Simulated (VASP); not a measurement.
A run of VASP 6.6.1:

Contents of INCAR:

```
PREC = Accurate
ENCUT = 1340
EDIFF = 1E-6
ISMEAR = -1
SIGMA = 0.02
LREAL = F
LASPH = T
NELM = 120
ALGO = Normal
ISIF = 2
LWAVE = F
LCHARG = F
GGA = PS
NBANDS = 15
GGA_COMPAT = F
```

KPOINTS

```
regular mesh
0
Gamma
  8 8 8
```

POSCAR

```
BaO
1.0
    0.0000000000      2.7452695448      2.7452695448
    2.7452695448      0.0000000000      2.7452695448
    2.7452695448      2.7452695448      0.0000000000
Ba O
1 1
Direct
    0.0000000000      0.0000000000      0.0000000000
    0.5000000000      0.5000000000      0.5000000000
```

Potentials or basis: VASP PAW PBE potentials, release 64 (Ba_sv, O_h).

Run with:

```sh
$ cat potpaw_PBE.64/Ba_sv/POTCAR potpaw_PBE.64/O_h/POTCAR > POTCAR
$ mpirun -np 1 vasp_std > vasp.out
```

Hardware: 1 thread of Intel(R) Xeon(R) Platinum 8259CL CPU @ 2.50GHz (Skylake/Cascade Lake) (shared host).

Task: Estimate the wall time of this run.

Result: Run time: 56 s on 1 thread of Intel(R) Xeon(R) Platinum 8259CL CPU @ 2.50GHz (Skylake/Cascade Lake) (shared host), peak memory 0.35 GiB. Counts: scf iterations 12, k points 29.
